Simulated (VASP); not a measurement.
Input of a VASP 6.6.1 run:

File INCAR:

```
SYSTEM = La2O3
  PREC = Accurate
  ENCUT = 520
  EDIFF = 1E-6
  ISMEAR = -1
  SIGMA = 0.05
  LREAL = .False.
  LASPH = .True.
  NELM = 60
  ALGO = Normal
  ISIF = 2
  LWAVE = .False.
  LCHARG = .False.
  GGA = PE
  NBANDS = 28
```

The input KPOINTS:

```
regular mesh
0
Gamma
  5 5 8
  0 0 0
```

File POSCAR:

```
La2O3
1.0
    6.3492473695      0.0000000000      0.0000000000
   -3.1746236848      5.4986095169      0.0000000000
    0.0000000000      0.0000000000      3.3431889533
La O
2 3
Direct
    0.6666666667      0.3333333333      0.5000000000
    0.3333333333      0.6666666667      0.5000000000
    0.5080139900      0.0000000000      0.0000000000
    0.0000000000      0.5080139900      0.0000000000
    0.4919860100      0.4919860100      0.0000000000
```

Potentials or basis: VASP PAW PBE potentials, release 64 (La, O).

The run is started by

```bash
$ cat potpaw_PBE.64/La/POTCAR potpaw_PBE.64/O/POTCAR > POTCAR
$ mpirun -np 1 vasp_std > vasp.out
```

(1) What does it give for the pressure?

(2) Predict the band gap on the k mesh.

(3) Estimate the largest force.

## Answers

(1) -1.8 GPa.

(2) 1.73 eV (least direct gap 2.12 eV).

(3) 0.066 eV/Å.

Caveat: spin-orbit coupling is left out, which moves the levels of the heavy elements; an odd mesh through Γ misses points on the zone boundary, where band edges can lie.
